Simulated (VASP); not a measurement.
Input of a VASP 6.6.1 run:

Contents of INCAR:

```
SYSTEM = Li2Zn3S
PREC = Accurate ; ENCUT = 750
EDIFF = 1E-7 ; ISMEAR = 0
SIGMA = 0.1 ; LREAL = .FALSE.
LASPH = .TRUE. ; NELM = 120
ALGO = Normal ; ISIF = 3
LWAVE = .FALSE. ; LCHARG = .FALSE.
GGA = PE ; IBRION = 2
NSW = 90 ; EDIFFG = -0.04
GGA_COMPAT = .FALSE. ; NELMIN = 4
```

Contents of KPOINTS:

```
regular mesh
0
G
  6 6 4
  0 0 0
```

POSCAR

```
Li2Zn3S
1.0
    5.0102517000      0.0000000000      0.0000000000
   -2.5051258500      4.3390052500      0.0000000000
    0.0000000000      0.0000000000      4.0703229900
Li Zn S
2 3 1
Direct
    0.3333333300      0.6666666700      0.0000000000
    0.6666666700      0.3333333300      0.0000000000
    0.5000000000      0.0000000000      0.5000000000
    0.5000000000      0.5000000000      0.5000000000
    0.0000000000      0.5000000000      0.5000000000
    0.0000000000      0.0000000000      0.0000000000
```

Potentials or basis: VASP PAW PBE potentials, release 64 (Li_sv, Zn, S).

The run is started by

```sh
$ cat potpaw_PBE.64/Li_sv/POTCAR potpaw_PBE.64/Zn/POTCAR potpaw_PBE.64/S/POTCAR > POTCAR
$ mpirun -np 1 vasp_std > vasp.out
```

Question: Predict the relaxed cell.

Answer: a = 4.826 Å, b = 4.826 Å, c = 5.292 Å, α = 90.00°, β = 90.00°, γ = 120.00°.

Question: Estimate the band gap on the k mesh.

Answer: Zero (bands 24 and 25 overlap by 0.85 eV).

Final structure:
```xyz
6
Lattice="4.8264 0.0000 0.0000 -2.4132 4.1798 0.0000 0.0000 0.0000 5.2923" Properties=species:S:1:pos:R:3 pbc="T T T"
Li    0.0000    2.7865    5.2923
Li    2.4132    1.3933    0.0000
Zn    0.0000    4.1798    2.6461
Zn    1.2066    2.0899    2.6461
Zn   -1.2066    2.0899    2.6461
S     0.0000    0.0000    0.0000
```

Caveat: the k points lie up to 0.30 Å⁻¹ apart in the final cell, too coarse for converged energies and pressures of a metal.
